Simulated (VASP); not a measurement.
Write the native input for VASP 6.6.1 that does the following.

* Task: single point
* Functional: r2SCAN
* Potentials or basis: VASP PAW PBE potentials, release 64 (Pt_sv_GW)
* Cutoff: 550 eV
* k mesh: 11 × 11 × 6
* Occupations: fermi-dirac, width 0.05 eV
* Spin: no spin polarisation
* Dipole correction: no
* Second run: valence_matched
* Further INCAR settings: ALGO = Normal; EDIFF = 1e-06; NBANDS = 25

The system is Pt.

```
CELL_PARAMETERS angstrom
2.76067 0.00000 0.00000
-1.38033 2.39081 0.00000
0.00000 0.00000 4.79213
ATOMIC_POSITIONS crystal
Pt 0.33333 0.66667 0.25000
Pt 0.66667 0.33333 0.75000
```

These files were run (other wordings do the same):

POSCAR

```
Pt
1.0
    2.7606656158      0.0000000000      0.0000000000
   -1.3803328079      2.3908065546      0.0000000000
    0.0000000000      0.0000000000      4.7921340000
Pt
2
Direct
    0.3333333333      0.6666666667      0.2500000000
    0.6666666667      0.3333333333      0.7500000000
```

INCAR.step1

```
SYSTEM = Pt
PREC = Accurate
ENCUT = 550
ISMEAR = -1
SIGMA = 0.05
LREAL = .False.
LASPH = .True.
NELM = 120
NBANDS = 25
GGA = PE
ALGO = Normal
EDIFF = 1E-5
LWAVE = .True.
LCHARG = .False.
GGA_COMPAT = .False.
```

INCAR.step2

```
SYSTEM = Pt
PREC = Accurate
ENCUT = 550
EDIFF = 1E-6
ISMEAR = -1
SIGMA = 0.05
LREAL = .False.
LASPH = .True.
NELM = 120
ALGO = Normal
ISIF = 2
LWAVE = .False.
LCHARG = .False.
METAGGA = R2SCAN
LMIXTAU = .True.
NBANDS = 25
ISTART = 1
GGA_COMPAT = .False.
```

KPOINTS

```
Automatic mesh
0
Gamma
  11 11 6
  0 0 0
```

Potentials or basis: VASP PAW PBE potentials, release 64 (Pt_sv_GW).

Command:

```console
$ cat potpaw_PBE.64/Pt_sv_GW/POTCAR > POTCAR
$ cp INCAR.step1 INCAR
$ mpirun -np 1 vasp_std > vasp.out
$ cp INCAR.step2 INCAR
$ mpirun -np 1 vasp_std > vasp.out
```

Results of the run:

| Item | Value |
| --- | --- |
| Pressure | -8.2 GPa |
| Band gap on the k mesh | zero (band 18 reaches 10.02 eV, above the bottom of band 19 at 8.74 eV) |

Caveat: the PAW data sets were made with another functional, which shifts forces and pressure a little; spin-orbit coupling is left out, which moves the levels of the heavy elements.

Run time: 78 s on 1 thread of Intel(R) Xeon(R) 6975P-C (Granite Rapids), on a shared host, peak memory 0.2 GiB.
